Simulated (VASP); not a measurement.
TaAs:

```
CELL_PARAMETERS angstrom
-1.72025 1.72025 5.86296
1.72025 -1.72025 5.86296
1.72025 1.72025 -5.86296
ATOMIC_POSITIONS crystal
Ta 0.50001 0.00001 0.50000
Ta 0.75001 0.75001 0.00000
As 0.08259 0.58259 0.50000
As 0.33259 0.33259 0.00000
```

Base run:

```yaml
Program: VASP 6.6.1
Functional: r2SCAN
Potentials_or_basis: VASP PAW PBE potentials, release 64 (Ta_pv, As)
Cutoff: 520 eV
k_mesh: 10 × 10 × 10
Occupations: fermi-dirac, width 0.02 eV
Spin: no spin polarisation
```

Its results: band gap on the k mesh 0.06 eV (least direct gap 0.09 eV); pressure 0.5 GPa; largest force 0.003 eV/Å.

Problem. The run is repeated on the same cell with these changes: k mesh from 10 × 10 × 10 to 8 × 8 × 8; further incar settings from ALGO = Normal; EDIFF = 1e-07; NBANDS = 24 to ALGO = Normal; EDIFF = 1e-06; NBANDS = 24. What comes out?

Solution. Band gap on the k mesh zero (bands 16 and 17 overlap by 0.05 eV); pressure 0.5 GPa; largest force 0.007 eV/Å.

Caveats: the PAW data sets were made with another functional, which shifts forces and pressure a little; spin-orbit coupling is left out, which moves the levels of the heavy elements.

A k mesh can miss the band edges.
